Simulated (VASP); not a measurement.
# Na3H: relaxation of cell and atoms with PBE

The system is Na3H.

```
CELL_PARAMETERS angstrom
4.77648 0.00000 0.00000
0.00000 4.77648 0.00000
0.00000 0.00000 4.64447
ATOMIC_POSITIONS crystal
Na 0.00000 0.50000 0.50000
Na 0.50000 0.00000 0.50000
Na 0.50000 0.50000 0.00000
H 0.00000 0.00000 0.00000
```

The cell was built from a structure type or drawn by symmetry, and may not be a known phase.

| Item | Value |
| --- | --- |
| Program | VASP 6.6.1 |
| Task | relaxation of cell and atoms |
| Functional | PBE |
| Potentials or basis | VASP PAW PBE potentials, release 64 (Na_sv, H) |
| Cutoff | 970 eV |
| k mesh | 10 × 10 × 10 |
| Occupations | gaussian, width 0.1 eV |
| Spin | no spin polarisation |
| Dipole correction | no |
| Mended | yes |
| Further INCAR settings | ALGO = Normal; EDIFF = 1e-07; IBRION = 2; EDIFFG = -0.01; NSW = 100; ISIF = 3 |

* Relaxed volume: 25.05 Å³/atom
* Relaxed cell: a = 4.685 Å, b = 4.685 Å, c = 4.564 Å, α = 90.00°, β = 90.00°, γ = 90.00°
* Space group after relaxing (to 0.1 Å): P4/mmm (No. 123)
* Energy gained by relaxing: 2.7 meV/atom
* Ionic steps: 3
* Pressure after relaxing: 0.0 GPa
* Band gap on the k mesh: zero (bands 14 and 15 overlap by 0.69 eV)

Step by step:
```tsv
step	energy change (eV)	largest force (eV/Å)	pressure (GPa)	volume (Å³)
1	0.0000	0.0000	-0.58	105.96
2	-0.0047	0.0000	-0.45	104.50
3	-0.0109	0.0000	0.00	100.19
```

Final structure:
```
Na H
1.0
     4.68549    0.00000    0.00000
     0.00000    4.68549    0.00000
     0.00000    0.00000    4.56356
Na H
3 1
Direct
  0.00000 0.50000 0.50000
  0.50000 0.00000 0.50000
  0.50000 0.50000 0.00000
  0.00000 0.00000 0.00000
```

Levels at points of the mesh, in eV from the Fermi level:
| k point | band 11 | band 12 | band 13 | band 14 | band 15 | band 16 | band 17 | band 18 |
| --- | --- | --- | --- | --- | --- | --- | --- | --- |
| (0.00, 0.00, 0.00) | -25.25 | -25.24 | -4.47 | -0.17 | 2.72 | 2.72 | 3.08 | 3.70 |
| (0.50, 0.00, 0.00) | -25.26 | -25.25 | -3.40 | -2.12 | 1.93 | 4.01 | 4.07 | 4.37 |
| (0.50, 0.50, 0.00) | -25.27 | -25.25 | -2.75 | -0.65 | -0.14 | -0.14 | 3.92 | 5.54 |
| (0.00, 0.00, 0.50) | -25.27 | -25.27 | -3.35 | -2.01 | 1.89 | 4.01 | 4.17 | 4.17 |
| (0.50, 0.00, 0.50) | -25.27 | -25.24 | -2.71 | -0.56 | -0.06 | -0.01 | 3.70 | 5.28 |
| (0.50, 0.50, 0.50) | -25.25 | -25.23 | -2.29 | 0.55 | 1.44 | 1.44 | 1.50 | 1.84 |

Wall time 11 min on 1 thread of AMD EPYC 9R45 96-Core Processor (Zen 5), on a shared host, peak memory 0.66 GiB.
